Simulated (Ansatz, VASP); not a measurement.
# One calculation of K2HfSe3, two programs

```
K Hf Se
1.0
     5.19582    0.00000    0.00000
    -2.59791    4.49972    0.00000
     0.00000    0.00000    6.16285
K Hf Se
2 1 3
Direct
  0.66667 0.33333 0.59863
  0.33333 0.66667 0.40137
  0.00000 0.00000 0.00000
  0.66667 0.33333 0.08445
  0.33333 0.66667 0.91555
  0.00000 0.00000 0.50000
```

Change from the starting cell: species swapped into the Eu2H3Cl type (P-3m1, No. 164).

Alike in both runs: functional PBE; k mesh 12 × 12 × 6; occupations gaussian, width 0.1 eV; no spin polarisation.

Ansatz relaxed the structure, and its values are those at the end. VASP's run is a single point on that final structure, the one shown.

|  | VASP | Ansatz |
| --- | --- | --- |
| version | VASP 6.6.1 | Ansatz 0.2.0 |
| potentials or method | VASP PAW PBE potentials, release 64 (K_sv, Hf_pv, Se), cutoff 520 eV | scalar-relativistic, plane waves, PAW |
| valence electrons in the cell | 46 | 92 |

|  | VASP | Ansatz | Ansatz less VASP |
| --- | --- | --- | --- |
| gap on the k mesh at the Fermi level (eV) | none | none | - |
| pressure (GPa) | 0.0 | 0.0 | +0.01 |

A gap of «none» marks a metal or a gap that the smearing closes. VASP's potentials hold 46 valence electrons a cell and Ansatz's 92, so a difference there can come from the potentials and not from the codes.

Spin-orbit coupling is off throughout.
